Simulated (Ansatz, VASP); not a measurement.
**Two plane-wave programs on Mg2FeH6**

```
Mg Fe H
1.0
     0.00000    3.00848    3.00848
     3.00848    0.00000    3.00848
     3.00848    3.00848    0.00000
Mg Fe H
2 1 6
Cartesian
  1.5042 1.5042 1.5042
  4.5127 4.5127 4.5127
  0.0000 0.0000 0.0000
  1.5210 3.0085 3.0085
  3.0085 1.5210 3.0085
  4.4960 3.0085 3.0085
  3.0085 4.4960 3.0085
  3.0085 3.0085 1.5210
  3.0085 3.0085 4.4960
```

Alike in both runs: functional LDA; k mesh 8 × 8 × 8; occupations gaussian, width 0.02 eV; no spin polarisation.

Ansatz relaxed the structure, and its values are those at the end. VASP's run is a single point on that final structure, the one shown.

```csv
,VASP,Ansatz
version,VASP 6.6.1,Ansatz 0.2.0
potentials or method,"VASP PAW LDA potentials, release 64 (Mg, Fe, H), cutoff 520 eV","scalar-relativistic, plane waves, PAW"
valence electrons in the cell,18,42
```

```tsv
	VASP	Ansatz	Ansatz less VASP
gap on the k mesh at the Fermi level (eV)	1.87	1.89	+0.019
least direct gap on the mesh (eV)	1.87	1.89	+0.019
pressure (GPa)	14.1	14.5	+0.43
rms of the force components (eV/Å)	0.023	0.000	-0.0224
```

LDA's correlation is that of Perdew and Zunger in VASP and of Perdew and Wang (1992) in Ansatz. VASP's potentials hold 18 valence electrons a cell and Ansatz's 42, so a difference there can come from the potentials and not from the codes. Ansatz's warnings: stress scf threshold loose.
